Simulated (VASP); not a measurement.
Input of a VASP 6.6.1 run:

INCAR

```
SYSTEM = PtSe2
  PREC = Accurate
  ENCUT = 520
  EDIFF = 1E-6
  ISMEAR = -1
  SIGMA = 0.02
  LREAL = .False.
  LASPH = .True.
  NELM = 80
  ALGO = Normal
  ISIF = 2
  LWAVE = .False.
  LCHARG = .True.
  GGA = PE
  IVDW = 12
  LELF = .True.
  LVHAR = .True.
  NBANDS = 18
```

KPOINTS

```
Automatic mesh
0
Gamma
  12 12 4
  0 0 0
```

Contents of POSCAR:

```
PtSe2
1.0
    3.7712516545      0.0000000000      0.0000000000
   -1.8856258273      3.2659997369      0.0000000000
    0.0000000000      0.0000000000      4.8252887189
Pt Se
1 2
Direct
    0.0000000000      0.0000000000      0.0000000000
    0.3333333333      0.6666666667      0.2651881563
    0.6666666667      0.3333333333      0.7348118437
```

Potentials or basis: VASP PAW PBE potentials, release 64 (Pt, Se).

The run is started by

```sh
$ cat potpaw_PBE.64/Pt/POTCAR potpaw_PBE.64/Se/POTCAR > POTCAR
$ mpirun -np 1 vasp_std > vasp.out
```

Predict the pressure.

0.0 GPa.

Predict the band gap on the k mesh.

zero (band 11 reaches 7.49 eV, above the bottom of band 12 at 6.67 eV).

Predict the largest force.

0.006 eV/Å.

Forces on the atoms (eV/Å):
```
Pt   0.000  0.000  0.000
Se   0.000  0.000  0.006
Se   0.000  0.000 -0.006
```

Caveat: spin-orbit coupling is left out, which moves the levels of the heavy elements; pairwise dispersion overbinds metals, which lowers pressure and volume.
